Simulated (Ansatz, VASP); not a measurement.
## One calculation of Cs, two programs

The input INCAR:

```
  ALGO = Normal
  EDIFF = 1E-6
  ENCUT = 520
  GGA = PS
  ISIF = 2
  ISMEAR = -1
  LASPH = T
  LCHARG = F
  LREAL = F
  LWAVE = F
  NBANDS = 16
  NELM = 80
  PREC = Accurate
  SIGMA = 0.1
```

The input KPOINTS:

```
k-points
0
Gamma
  6 6 6
```

File POSCAR:

```
Cs
1.0
    0.0000000000      5.5307736337      5.5307736337
    5.5307736337      0.0000000000      5.5307736337
    5.5307736337      5.5307736337      0.0000000000
Cs
2
Direct
    0.1250000000      0.1250000000      0.1250000000
    0.8750000000      0.8750000000      0.8750000000
```

Input for Ansatz:

```yaml
crystal:
  lattice:
    - [0.0, 5.5307736337, 5.5307736337]
    - [5.5307736337, 0.0, 5.5307736337]
    - [5.5307736337, 5.5307736337, 0.0]
  atoms:
    - { symbol: Cs, position: [0.125, 0.125, 0.125] }
    - { symbol: Cs, position: [0.875, 0.875, 0.875] }
hamiltonian:
  xc: pbesol
  pseudopotentials:
    kind: paw
    azcp:
      Cs: "pseudopotentials/Cs.paw.azcp"
basis:
  ecutwfc: 420
  fft_grid_basis: typed
kpoints:
  mp_grid: { grid: [6, 6, 6], shift: [0, 0, 0] }
magnetization:
  spin_polarized: false
scf:
  occupations: { method: fermi_dirac, width: 0.1 }
  lower_state_search: "off"
output:
  stress: true
  write_density: true
  write_potential: true
  elf: true
  volumetric_format: npy
```

Alike in both runs: task single point; functional PBEsol; k mesh 6 × 6 × 6; occupations fermi-dirac, width 0.1 eV; no spin polarisation.

|  | VASP | Ansatz |
| --- | --- | --- |
| version | VASP 6.6.1 | Ansatz 0.2.0 |
| potentials or method | VASP PAW PBE potentials, release 64 (Cs_sv), cutoff 520 eV | plane waves (420 eV) with PAW, scalar-relativistic |
| valence electrons in the cell | 18 | 18 |

|  | VASP | Ansatz | Ansatz less VASP |
| --- | --- | --- | --- |
| pressure (GPa) | 0.0 | 0.0 | 0.00 |

VASP's potentials were made for PBE, not for PBEsol, and Ansatz warns of the same on its side.

Spin-orbit coupling is off throughout.
